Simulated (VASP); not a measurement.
The system is SiC.

```xyz
8
Lattice="3.0757 0.0000 0.0000 -1.5378 2.6636 0.0000 0.0000 0.0000 10.0706" Properties=species:S:1:pos:R:3 pbc="T T T"
Si    1.5378    0.8879    9.4447
Si    0.0000    1.7758    4.4094
Si    0.0000    0.0000    6.9275
Si    0.0000    0.0000    1.8922
C     1.5378    0.8879    7.5510
C     0.0000    1.7758    2.5157
C     0.0000    0.0000    5.0400
C     0.0000    0.0000    0.0046
```

| Property | Result |
| --- | --- |
| Program | VASP 6.6.1 |
| Task | relaxation of cell and atoms |
| Functional | PBE |
| Potentials or basis | VASP PAW PBE potentials, release 64 (Si, C) |
| Cutoff | 600 eV |
| k mesh | 12 × 12 × 2 |
| Occupations | fermi-dirac, width 0.02 eV |
| Spin | no spin polarisation |

At the start: pressure 3.7 GPa; volume 10.31 Å³/atom.

Problem. How do energy, volume and symmetry change on relaxing?

Solution. Over 6 steps the energy falls by 2.0 meV/atom and the volume is 10.49 Å³/atom (+1.7 %); space group P6_3mc (No. 186, to 0.05 Å).

The path:
| step | energy change (eV) | largest force (eV/Å) | pressure (GPa) | volume (Å³) |
| --- | --- | --- | --- | --- |
| 1 | 0.0000 | 0.0044 | 3.72 | 82.50 |
| 2 | 0.0009 | 0.0155 | -3.60 | 85.40 |
| 3 | -0.0161 | 0.0064 | 0.00 | 83.91 |
| 4 | -0.0161 | 0.0063 | 0.07 | 83.89 |
| 5 | -0.0161 | 0.0047 | 0.07 | 83.89 |
| 6 | -0.0161 | 0.0006 | 0.07 | 83.89 |

Final structure:
```xyz
8
Lattice="3.0929 0.0000 0.0000 -1.5464 2.6785 0.0000 0.0000 0.0000 10.1259" Properties=species:S:1:pos:R:3 pbc="T T T"
Si    1.5464    0.8928    9.4966
Si    0.0000    1.7857    4.4336
Si    0.0000    0.0000    6.9656
Si    0.0000    0.0000    1.9026
C     1.5464    0.8928    7.5925
C     0.0000    1.7857    2.5295
C     0.0000    0.0000    5.0675
C     0.0000    0.0000    0.0046
```
